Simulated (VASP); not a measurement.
# BiTe (R-3m) in VASP: notebook, part 2 of 2

VASP 6.6.1.

## 5. Single point, RPBE+D4

This run uses another cell than the first one, of 31.05 Å³/atom, 0.948 times its volume.

The input, INCAR:

```
SYSTEM = BiTe
PREC = Accurate
ENCUT = 520
EDIFF = 1E-6
ISMEAR = -1
SIGMA = 0.05
LREAL = .False.
LASPH = .True.
NELM = 80
ALGO = Normal
ISIF = 2
LWAVE = .False.
LCHARG = .False.
GGA = RP
IVDW = 13
NBANDS = 18
```

The input, KPOINTS:

```
regular mesh
0
Gamma
  7 7 7
  0 0 0
```

The input, POSCAR:

```
BiTe
1.0
    2.4355044379      1.4061391429      3.0224508906
   -2.4355044379      1.4061391429      3.0224508906
    0.0000000000     -2.8122782857      3.0224508906
Bi Te
1 1
Direct
    0.5000000000      0.5000000000      0.5000000000
    0.0000000000      0.0000000000      0.0000000000
```

Potentials or basis: VASP PAW PBE potentials, release 64 (Bi_d, Te).

Command:

```bash
> cat potpaw_PBE.64/Bi_d/POTCAR potpaw_PBE.64/Te/POTCAR > POTCAR
> mpirun -np 1 vasp_std > vasp.out
```

OUTCAR:

```text
SYSTEM = BiTe
   PREC = Accurate
   ENCUT = 520
   EDIFF = 1E-6
   ISMEAR = -1
   LREAL = .False.
   LASPH = .True.
   NELM = 80
   ISIF = 2
   GGA = RP
   IVDW = 13

 ion  position               nearest neighbor table
   1  0.500  0.500  0.500-   2 3.19   2 3.19   2 3.19   2 3.19   2 3.19   2 3.19
   2  0.000  0.000  0.000-   1 3.19   1 3.19   1 3.19   1 3.19   1 3.19   1 3.19

  LATTYP: Found a trigonal (rhomboedric) cell.
 ALAT       =     4.1284523180
 COS(alpha) =     0.3039614396

  Lattice vectors:

 A1 = (   2.4355044379,   1.4061391429,   3.0224508906)
 A2 = (  -2.4355044379,   1.4061391429,   3.0224508906)
 A3 = (   0.0000000000,  -2.8122782857,   3.0224508906)

Analysis of symmetry for initial positions (statically):
=====================================================================
 Subroutine PRICEL returns:
 Original cell was already a primitive cell.

 Routine SETGRP: Setting up the symmetry group for a
 trigonal (rhombohedral) supercell.

 Subroutine GETGRP returns: Found 12 space group operations
 (whereof 12 operations were pure point group operations)
 out of a pool of 12 trial point group operations.

The static configuration has the point symmetry D_3d.

Analysis of symmetry for dynamics (positions and initial velocities):
[... 159 lines left out ...]

 val. band max:        7.6949742766   @ k =  -0.4286   0.1429   0.1429
 cond. band min:       7.7432580221   @ k =  -0.2857   0.4286   0.1429
 fundamental gap:      0.0482837454
 Fermi energy:         7.6996934269

 k-point     1 :       0.0000    0.0000    0.0000
  band No.  band energies     occupation
      1     -15.6001      2.00000
      2     -15.6001      2.00000
      3     -15.5843      2.00000
      4     -15.5843      2.00000
      5     -15.5616      2.00000
      6      -6.1898      2.00000
[... 481 lines left out ...]
      5     -15.5613      2.00000
      6      -4.7431      2.00000
[... 10 lines left out ...]
     17      17.0974      0.00000
     18      19.1048      0.00000

 [... further k-points ...]

------------------------ aborting loop because EDIFF is reached ----------------------------------------

  DFT-D4 for vdW energy calculation

  Edisp (eV):   -1.94371

  FORCE on cell =-STRESS in cart. coord.  units (eV):
  Direction    XX          YY          ZZ          XY          YZ          ZX
  --------------------------------------------------------------------------------------
  -------------------------------------------------------------------------------------
  Total      -0.01723    -0.01723    -0.02150     0.00000    -0.00000     0.00000
  in kB      -0.44449    -0.44449    -0.55466     0.00000    -0.00000     0.00000
  external pressure =       -0.48 kB  Pullay stress =        0.00 kB

 VOLUME and BASIS-vectors are now :
 -----------------------------------------------------------------------------
  energy-cutoff  :      520.00
  volume of cell :       62.11
      direct lattice vectors                 reciprocal lattice vectors
     2.435504438  1.406139143  3.022450891     0.205296280  0.118527862  0.110285773
    -2.435504438  1.406139143  3.022450891    -0.205296280  0.118527862  0.110285773
     0.000000000 -2.812278286  3.022450891     0.000000000 -0.237055725  0.110285773

 POSITION                                       TOTAL-FORCE (eV/Angst)
 -----------------------------------------------------------------------------------
      0.00000      0.00000      4.53368         0.000000      0.000000      0.000000
      0.00000      0.00000      0.00000        -0.000000     -0.000000     -0.000000
 -----------------------------------------------------------------------------------
    total drift:                               -0.000000      0.000000     -0.000000

  FREE ENERGIE OF THE ION-ELECTRON SYSTEM (eV)
  ---------------------------------------------------
  free  energy   TOTEN  =        -8.2641471836 eV

  energy  without entropy=       -8.2542831790  energy(sigma->0) =       -8.25921518
```

OSZICAR:

```text
N       E                     dE             d eps       ncg     rms          rms(c)
DAV:   1     0.158866678045E+03    0.15887E+03   -0.99841E+03  1584   0.115E+03
DAV:   2     0.559106357964E+01   -0.15328E+03   -0.14957E+03  1670   0.310E+02
DAV:   3    -0.603094684877E+01   -0.11622E+02   -0.11501E+02  2030   0.886E+01
DAV:   4    -0.634473586765E+01   -0.31379E+00   -0.31340E+00  1940   0.154E+01
DAV:   5    -0.635606527926E+01   -0.11329E-01   -0.11329E-01  2182   0.273E+00    0.618E+00
DAV:   6    -0.631572091822E+01    0.40344E-01   -0.12993E-01  2262   0.213E+00    0.385E+00
DAV:   7    -0.632042689301E+01   -0.47060E-02   -0.43128E-02  1970   0.102E+00    0.662E-01
DAV:   8    -0.632024624226E+01    0.18065E-03   -0.68006E-03  2026   0.554E-01    0.184E-01
DAV:   9    -0.632043116656E+01   -0.18492E-03   -0.57224E-04  1892   0.154E-01    0.584E-02
DAV:  10    -0.632043161530E+01   -0.44875E-06   -0.24385E-05  2120   0.294E-02    0.260E-02
DAV:  11    -0.632043234496E+01   -0.72965E-06   -0.16008E-05  1910   0.311E-02    0.935E-03
DAV:  12    -0.632043251749E+01   -0.17253E-06   -0.22914E-06  1456   0.127E-02
   1 F= -.82641472E+01 E0= -.82592152E+01  d E =-.986400E-02
```

stdout:

```text
POSCAR found type information on POSCAR BiTe
 POSCAR found :  2 types and       2 ions
 scaLAPACK will be used
 -----------------------------------------------------------------------------
|                                                                             |
|                                                                             |
|     You enforced a specific xc type in the INCAR file but a different       |
|     I HOPE YOU KNOW WHAT YOU ARE DOING!                                     |
|                                                                             |
 -----------------------------------------------------------------------------

 LDA part: xc-table for (Slater+PW92), standard interpolation
 POSCAR, INCAR and KPOINTS ok, starting setup
 FFT: planning ... GRIDC
 FFT: planning ... GRID_SOFT
 FFT: planning ... GRID
 WAVECAR not read
 entering main loop
```

Wall time 22 s (1 thread of AMD EPYC 9R45 (Zen 5), shared host); peak memory 0.17 GiB.

What came out:

* Free energy: -8.2641 eV
* Pressure: 0.0 GPa
* Dispersion energy per atom: -0.972 eV

Caveat: the PAW data sets were made with another functional, which shifts forces and pressure a little; spin-orbit coupling is left out, which moves the levels of the heavy elements; pairwise dispersion overbinds metals, which lowers pressure and volume.

## 6. Single point, revPBE+D3(BJ)

This run uses another cell than the first one, of 31.12 Å³/atom, 0.950 times its volume.

The input, INCAR:

```
SYSTEM = BiTe
PREC     = Accurate       ! precision mode
ENCUT    = 520            ! plane-wave cutoff, eV
EDIFF    = 1E-6           ! SCF threshold, eV
ISMEAR   = -1             ! smearing method
SIGMA    = 0.05           ! smearing width, eV
LREAL    = .FALSE.        ! projectors in reciprocal space
LASPH    = .TRUE.         ! aspherical terms in the spheres
NELM     = 80             ! most SCF steps
ALGO     = Normal         ! electronic algorithm
ISIF     = 2              ! what is computed and relaxed
LWAVE    = .FALSE.        ! write WAVECAR
LCHARG   = .FALSE.        ! write CHGCAR
GGA      = RE             ! functional
IVDW     = 12             ! dispersion correction
NBANDS   = 18             ! bands
```

The input, KPOINTS:

```
regular mesh
0
G
  7 7 7
  0 0 0
```

The input, POSCAR:

```
BiTe
1.0
    2.4190278906      1.3966264038      3.0702173623
   -2.4190278906      1.3966264038      3.0702173623
    0.0000000000     -2.7932528076      3.0702173623
Bi Te
1 1
Direct
    0.5000000000      0.5000000000      0.5000000000
    0.0000000000      0.0000000000      0.0000000000
```

Potentials or basis: VASP PAW PBE potentials, release 64 (Bi_d, Te).

Command:

```bash
> cat potpaw_PBE.64/Bi_d/POTCAR potpaw_PBE.64/Te/POTCAR > POTCAR
> mpirun -np 1 vasp_std > vasp.out
```

Wall time 23 s (1 thread of AMD EPYC 9R45 (Zen 5), shared host); peak memory 0.18 GiB.

The run converged. Its results:

```
Free energy                : -8.2688 eV
Pressure                   : 0.0 GPa
Dispersion energy per atom : -0.916 eV
```

Levels at points of the mesh, in eV from the Fermi level:
```csv
k point,band 6,band 7,band 8,band 9,band 10,band 11,band 12,band 13,band 14,band 15
"(0.00, 0.00, 0.00)",-13.93,-8.06,-3.18,-3.18,-1.41,2.10,3.04,3.04,3.75,3.75
```

Caveat: the PAW data sets were made with another functional, which shifts forces and pressure a little; spin-orbit coupling is left out, which moves the levels of the heavy elements; pairwise dispersion overbinds metals, which lowers pressure and volume.

## 7. Overview

```tsv
level	cell	k mesh	grid for exact exchange (PRECFOCK)	share of exact exchange	screening parameter	gap on the mesh (eV)	pressure (GPa)
PBE-based screened hybrid	a = 4.298 Å, angles 67.8°, 2 atoms	4 × 4 × 4	Normal	0.25	0.3 1/Å	none	-0.3
PBEsol-based global hybrid	a = 4.226 Å, angles 68.5°, 2 atoms	4 × 4 × 4	Normal	0.25	-	none	-0.4
PBE0	a = 4.284 Å, angles 68.0°, 2 atoms	4 × 4 × 4	Normal	-	-	none	-0.4
RPBE+D4	a = 4.128 Å, angles 72.3°, 2 atoms	7 × 7 × 7	-	-	-	none	0.0
revPBE+D3(BJ)	a = 4.151 Å, angles 71.3°, 2 atoms	7 × 7 × 7	-	-	-	none	0.0
```

Alike in all rows: task single point; potentials or basis VASP PAW PBE potentials, release 64 (Bi_d, Te); no spin polarisation; cutoff (eV) 520; smearing fermi-dirac 0.05 eV.

Caveats: some runs use coarse meshes; the PAW data sets were made with another functional, which shifts forces and pressure a little; spin-orbit coupling is left out, which moves the levels of the heavy elements; pairwise dispersion overbinds metals, which lowers pressure and volume (some runs).

Total energies depend on the potentials used, so only differences within one code and one set of settings carry meaning.
